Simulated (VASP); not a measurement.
# Al in VASP: notebook, part 2 of 2

VASP 6.6.1. The steps go on from the part before.

### 3 Electric field gradients, PBE (equal xy, yz and zx shear strains of -1.5 %)

Contents of INCAR:

```
SYSTEM = Al
PREC     = Accurate       ! precision mode
ENCUT    = 520            ! plane-wave cutoff, eV
EDIFF    = 1E-8           ! SCF threshold, eV
ISMEAR   = -1             ! smearing method
SIGMA    = 0.05           ! smearing width, eV
LREAL    = .False.        ! projectors in reciprocal space
LASPH    = .True.         ! aspherical terms in the spheres
NELM     = 80             ! most SCF steps
ALGO     = Normal         ! electronic algorithm
ISIF     = 2              ! what is computed and relaxed
LWAVE    = .False.        ! write WAVECAR
LCHARG   = .False.        ! write CHGCAR
GGA      = PE             ! functional
LEFG     = .True.       
NBANDS   = 8              ! bands
```

Contents of KPOINTS:

```
regular mesh
0
Gamma
  14 14 14
  0 0 0
```

Contents of POSCAR:

```
Al
1.0
   -0.0303597000      2.0088001500      2.0088001500
    2.0088001500     -0.0303597000      2.0088001500
    2.0088001500      2.0088001500     -0.0303597000
Al
1
Direct
    0.0000000000      0.0000000000      0.0000000000
```

Potentials or basis: VASP PAW PBE potentials, release 64 (Al).

On the command line:

```
$ cat potpaw_PBE.64/Al/POTCAR > POTCAR
$ mpirun -np 1 vasp_std > vasp.out
```

OUTCAR:

```text
SYSTEM = Al
   PREC = Accurate
   ENCUT = 520
   EDIFF = 1E-8
   ISMEAR = -1
   LREAL = .False.
   LASPH = .True.
   NELM = 80
   ISIF = 2
   GGA = PE

 ion  position               nearest neighbor table
   1  0.000  0.000  0.000-

  LATTYP: Found a trigonal (rhomboedric) cell.
 ALAT       =     2.8410346349
 COS(alpha) =     0.4848312789

  Lattice vectors:

 A1 = (  -0.0303597000,   2.0088001500,   2.0088001500)
 A2 = (   2.0088001500,  -0.0303597000,   2.0088001500)
 A3 = (   2.0088001500,   2.0088001500,  -0.0303597000)

Analysis of symmetry for initial positions (statically):
=====================================================================
 Subroutine PRICEL returns:
 Original cell was already a primitive cell.

 Routine SETGRP: Setting up the symmetry group for a
[... 447 lines left out ...]
  external PRESSURE =      -5.6357392 kB  Pullay stress =       0.0000000 kB

 VOLUME and BASIS-vectors are now :
 -----------------------------------------------------------------------------
  energy-cutoff  :      520.00
  volume of cell :       16.58
      direct lattice vectors                 reciprocal lattice vectors
    -0.030359700  2.008800150  2.008800150    -0.243332024  0.247066019  0.247066019
     2.008800150 -0.030359700  2.008800150     0.247066019 -0.243332024  0.247066019
     2.008800150  2.008800150 -0.030359700     0.247066019  0.247066019 -0.243332024

 POSITION                                       TOTAL-FORCE (eV/Angst)
 -----------------------------------------------------------------------------------
      0.00000      0.00000      0.00000         0.000000      0.000000      0.000000
 -----------------------------------------------------------------------------------
    total drift:                               -0.000000      0.000000      0.000000

  FREE ENERGIE OF THE ION-ELECTRON SYSTEM (eV)
  ---------------------------------------------------
  free  energy   TOTEN  =        -3.7400111647 eV

  energy  without entropy=       -3.7355934204  energy(sigma->0) =       -3.73780229

 Electric field gradients (V/A^2)
---------------------------------------------------------------------
 ion       V_xx      V_yy      V_zz      V_xy      V_xz      V_yz
---------------------------------------------------------------------
   1      -0.000    -0.000    -0.000    -0.953    -0.953    -0.953
---------------------------------------------------------------------

 Electric field gradients after diagonalization (V/A^2)
 (convention: |V_zz| > |V_xx| > |V_yy|)
----------------------------------------------------------------------
 ion       V_xx      V_yy      V_zz     asymmetry (V_yy - V_xx)/ V_zz
----------------------------------------------------------------------
   1       0.953     0.953    -1.907       0.000
----------------------------------------------------------------------

           NMR quadrupolar parameters

 Cq : quadrupolar parameter    Cq=e*Q*V_zz/h
 eta: asymmetry parameters     (V_yy - V_xx)/ V_zz
 Q  : nuclear electric quadrupole moment in mb (millibarn)
----------------------------------------------------------------------
 ion       Cq(MHz)       eta       Q (mb)
----------------------------------------------------------------------
   1      -0.005       0.000       1.000
----------------------------------------------------------------------
```

OSZICAR:

```text
N       E                     dE             d eps       ncg     rms          rms(c)
DAV:   1    -0.230489941091E+01   -0.23049E+01   -0.87549E+02  4608   0.206E+02
DAV:   2    -0.375494961685E+01   -0.14501E+01   -0.14104E+01  6416   0.190E+01
DAV:   3    -0.376278214870E+01   -0.78325E-02   -0.78270E-02  5928   0.155E+00
DAV:   4    -0.376279886699E+01   -0.16718E-04   -0.16719E-04  7208   0.641E-02
DAV:   5    -0.376279891032E+01   -0.43327E-07   -0.43093E-07  6040   0.199E-03    0.130E+00
DAV:   6    -0.374961215778E+01    0.13187E-01   -0.17201E-03  6208   0.197E-01    0.756E-01
DAV:   7    -0.374001910802E+01    0.95930E-02   -0.51311E-03  5984   0.319E-01    0.146E-01
DAV:   8    -0.374001313177E+01    0.59762E-05   -0.13909E-05  6488   0.265E-02    0.796E-03
DAV:   9    -0.374001155429E+01    0.15775E-05   -0.88452E-07  6648   0.414E-03    0.708E-04
DAV:  10    -0.374001118977E+01    0.36453E-06   -0.47460E-09  6648   0.433E-04    0.293E-04
DAV:  11    -0.374001115353E+01    0.36237E-07   -0.12873E-10  4424   0.656E-05    0.581E-05
DAV:  12    -0.374001116369E+01   -0.10160E-07   -0.12764E-11  3488   0.196E-05    0.943E-06
DAV:  13    -0.374001116469E+01   -0.10027E-08   -0.48243E-13  2800   0.420E-06
   1 F= -.37400112E+01 E0= -.37378023E+01  d E =-.441774E-02
```

It took 26 s on 1 thread of Intel Xeon 6975P-C, shared host; peak memory 0.15 GiB.

Results:

```
Free energy : -3.7400 eV
Pressure    : -0.6 GPa
```

Electric field gradients, principal values (V/Å²):
```
atom  least  middle  greatest (by size)
1 Al  0.953   0.953              -1.907
```

Caveat: the cell differs from its parent crystal (equal xy, yz and zx shear strains of -1.5 %); without QUAD_EFG the Cq values of the log hold for a quadrupole moment of 1 mb, not for the nuclei.

### 4 Electric field gradients, LDA (functional lda, volume scaled by 0.96)

Contents of INCAR:

```
SYSTEM = Al
ALGO     = Normal         ! electronic algorithm
EDIFF    = 1E-8           ! SCF threshold, eV
ENCUT    = 400            ! plane-wave cutoff, eV
GGA      = CA             ! functional
GGA_COMPAT= .False.      
ISIF     = 2              ! what is computed and relaxed
ISMEAR   = -1             ! smearing method
LASPH    = .True.         ! aspherical terms in the spheres
LCHARG   = .False.        ! write CHGCAR
LEFG     = .True.       
LREAL    = .False.        ! projectors in reciprocal space
LWAVE    = .False.        ! write WAVECAR
NBANDS   = 8              ! bands
NELM     = 120            ! most SCF steps
PREC     = Accurate       ! precision mode
SIGMA    = 0.05           ! smearing width, eV
```

Contents of KPOINTS:

```
k-points
0
Gamma
  14 14 14
  0 0 0
```

Contents of POSCAR:

```
Al
1.0
    0.0000000000      1.9966255657      1.9966255657
    1.9966255657      0.0000000000      1.9966255657
    1.9966255657      1.9966255657      0.0000000000
Al
1
Direct
    0.0000000000      0.0000000000      0.0000000000
```

Potentials or basis: VASP PAW LDA potentials, release 64 (Al).

On the command line:

```
$ cat potpaw_LDA.64/Al/POTCAR > POTCAR
$ mpirun -np 1 vasp_std > vasp.out
```

OUTCAR:

```text
SYSTEM = Al
   EDIFF = 1E-8
   ENCUT = 400
   GGA = CA
   ISIF = 2
   ISMEAR = -1
   LASPH = .True.
   LREAL = .False.
   NELM = 120
   PREC = Accurate

 ion  position               nearest neighbor table
   1  0.000  0.000  0.000-

  LATTYP: Found a face centered cubic cell.
 ALAT       =     3.9932511314

  Lattice vectors:

 A1 = (   0.0000000000,   1.9966255657,   1.9966255657)
 A2 = (   1.9966255657,   0.0000000000,   1.9966255657)
 A3 = (   1.9966255657,   1.9966255657,   0.0000000000)

[... 467 lines left out ...]
    total drift:                                0.000000     -0.000000     -0.000000

  FREE ENERGIE OF THE ION-ELECTRON SYSTEM (eV)
  ---------------------------------------------------
  free  energy   TOTEN  =        -4.1858736076 eV

  energy  without entropy=       -4.1818712494  energy(sigma->0) =       -4.18387243

 Electric field gradients (V/A^2)
---------------------------------------------------------------------
 ion       V_xx      V_yy      V_zz      V_xy      V_xz      V_yz
---------------------------------------------------------------------
   1      -0.000    -0.000    -0.000     0.000     0.000     0.000
---------------------------------------------------------------------

 Electric field gradients after diagonalization (V/A^2)
 (convention: |V_zz| > |V_xx| > |V_yy|)
----------------------------------------------------------------------
 ion       V_xx      V_yy      V_zz     asymmetry (V_yy - V_xx)/ V_zz
----------------------------------------------------------------------
   1      -0.000    -0.000     0.000       0.000
----------------------------------------------------------------------

           NMR quadrupolar parameters

 Cq : quadrupolar parameter    Cq=e*Q*V_zz/h
 eta: asymmetry parameters     (V_yy - V_xx)/ V_zz
 Q  : nuclear electric quadrupole moment in mb (millibarn)
----------------------------------------------------------------------
 ion       Cq(MHz)       eta       Q (mb)
----------------------------------------------------------------------
   1       0.000       0.000       1.000
----------------------------------------------------------------------
```

It used 5.4 s of CPU time on 1 thread of AMD EPYC 9R45 (Zen 5) (shared host).

What came out:

| Property | Result |
| --- | --- |
| Free energy | -4.1859 eV |
| Pressure | -0.8 GPa |

Caveat: without QUAD_EFG the Cq values of the log hold for a quadrupole moment of 1 mb, not for the nuclei.

### 5 The runs side by side

| level | potentials or basis | cell | cutoff (eV) | gap on the mesh (eV) | pressure (GPa) |
| --- | --- | --- | --- | --- | --- |
| PBE | VASP PAW PBE potentials, release 64 (Al) | a = 2.820 Å, angles 62.0°, 1 atom | 520 | none | -0.3 |
| PBE | VASP PAW PBE potentials, release 64 (Al) | a = 2.841 Å, angles 61.0°, 1 atom | 520 | none | -0.6 |
| LDA | VASP PAW LDA potentials, release 64 (Al) | a = 2.824 Å, angles 60.0°, 1 atom | 400 | none | -0.8 |

Alike in all rows: task electric field gradients; no spin polarisation; k mesh 14 × 14 × 14; smearing fermi-dirac 0.05 eV.

Total energies depend on the potentials used, so only differences within one code and one set of settings carry meaning.
